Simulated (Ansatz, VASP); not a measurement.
MgO: VASP beside Ansatz

The input POSCAR:

```
MgO
1.0
    0.0507323070      2.1528997238      2.1528997238
    2.1528997238      0.0507323070      2.1528997238
    2.1528997238      2.1528997238      0.0507323070
Mg O
1 1
Direct
    0.0000000000      0.0000000000      0.0000000000
    0.5000000000      0.5000000000      0.5000000000
```

File INCAR.step1:

```
ALGO     = Normal         # electronic algorithm
EDIFF    = 1E-5           # SCF threshold, eV
ENCUT    = 660            # plane-wave cutoff, eV
GGA      = PE             # functional
GGA_COMPAT= False        
ISMEAR   = 0              # smearing method
LASPH    = True           # aspherical terms in the spheres
LCHARG   = False          # write CHGCAR
LREAL    = False          # projectors in reciprocal space
LWAVE    = True           # write WAVECAR
NBANDS   = 15             # bands
NELM     = 120            # most SCF steps
PREC     = Accurate       # precision mode
SIGMA    = 0.01           # smearing width, eV
```

The input INCAR.step2:

```
ALGO     = Normal         # electronic algorithm
EDIFF    = 1E-6           # SCF threshold, eV
ENCUT    = 660            # plane-wave cutoff, eV
GGA_COMPAT= False        
ISIF     = 2              # what is computed and relaxed
ISMEAR   = 0              # smearing method
ISTART   = 1            
LASPH    = True           # aspherical terms in the spheres
LCHARG   = False          # write CHGCAR
LMIXTAU  = True         
LREAL    = False          # projectors in reciprocal space
LWAVE    = False          # write WAVECAR
METAGGA  = R2SCAN         # meta-GGA
NBANDS   = 15             # bands
NELM     = 120            # most SCF steps
PREC     = Accurate       # precision mode
SIGMA    = 0.01           # smearing width, eV
```

File KPOINTS:

```
k-points
0
Gamma
  10 10 10
```

Input for Ansatz:

```yaml
crystal:
  lattice:
    - [0.050732307, 2.1528997238, 2.1528997238]
    - [2.1528997238, 0.050732307, 2.1528997238]
    - [2.1528997238, 2.1528997238, 0.050732307]
  atoms:
    - { symbol: Mg, position: [0.0, 0.0, 0.0] }
    - { symbol: O, position: [0.5, 0.5, 0.5] }
kpoints:
  mp_grid: { grid: [10, 10, 10] }
  band_path:
    path:
      - [0.0, 0.0, 0.0]
      - [0.5, 0.0, 0.5]
      - [0.625, 0.25, 0.625]
      - [0.375, 0.375, 0.75]
      - [0.5, 0.5, 0.5]
      - [0.5, 0.25, 0.75]
    npoints: 1
hamiltonian:
  xc: r2scan
scf:
  occupations: { method: fixed }
  n_extra_bands: 4
output:
  forces: true
  stress: true
  eigenvalues: true
```

Change from the starting cell: shear_111 strain +3.6%.

Alike in both runs: task single point; functional r2SCAN; k mesh 10 × 10 × 10; no spin polarisation.

|  | VASP | Ansatz |
| --- | --- | --- |
| version | VASP 6.6.1 | Ansatz 0.2.0 |
| potentials or method | VASP PAW PBE potentials, release 64 (Mg_sv, O) | plane waves, PAW |
| plane-wave cutoff (eV) | 660 | 500 |
| occupations | gaussian, width 0.01 eV | fixed |
| valence electrons in the cell | 16 | 16 |

```tsv
	VASP	Ansatz	Ansatz less VASP
gap on the k mesh at the Fermi level (eV)	5.24	5.21	-0.030
pressure (GPa)	-5.7	-5.5	+0.22
traceless stress, the component that is largest in VASP (GPa)	-3.85	-3.75	+0.102
```

VASP's potentials were made for PBE, not for r2SCAN.
